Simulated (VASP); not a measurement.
A run of VASP 6.6.1:

INCAR

```
SYSTEM = TaAgC
ALGO = Normal ; EDIFF = 1E-7
ENCUT = 520 ; GGA = PE
ISIF = 2 ; ISMEAR = 0
LASPH = .True. ; LCHARG = .True.
LELF = .True. ; LREAL = .False.
LVHAR = .True. ; LWAVE = .False.
NBANDS = 20 ; NELM = 100
PREC = Accurate ; SIGMA = 0.1
```

KPOINTS

```
k-points
0
Gamma
  6 6 6
  0 0 0
```

File POSCAR:

```
TaAgC
1.0
    3.7770708700      0.0000000000      0.0000000000
   -1.8885354300      3.2710393200      0.0000000000
    0.0000000000      0.0000000000      3.6984497900
Ta Ag C
1 1 1
Direct
    0.0000000000      0.0000000000      0.5000000000
    0.6666666700      0.3333333300      0.0000000000
    0.3333333300      0.6666666700      0.0000000000
```

Potentials or basis: VASP PAW PBE potentials, release 64 (Ta_pv, Ag, C).

Run with:

```sh
$ cat potpaw_PBE.64/Ta_pv/POTCAR potpaw_PBE.64/Ag/POTCAR potpaw_PBE.64/C/POTCAR > POTCAR
$ mpirun -np 1 vasp_std > vasp.out
```

Hardware: 1 thread of Intel(R) Xeon(R) 6975P-C (Granite Rapids), on a shared host.

Estimate the wall time of this run.

Run time: 11 s on 1 thread of Intel(R) Xeon(R) 6975P-C (Granite Rapids) (shared host), peak memory 0.17 GiB. Counts: scf iterations 15, k points 28.
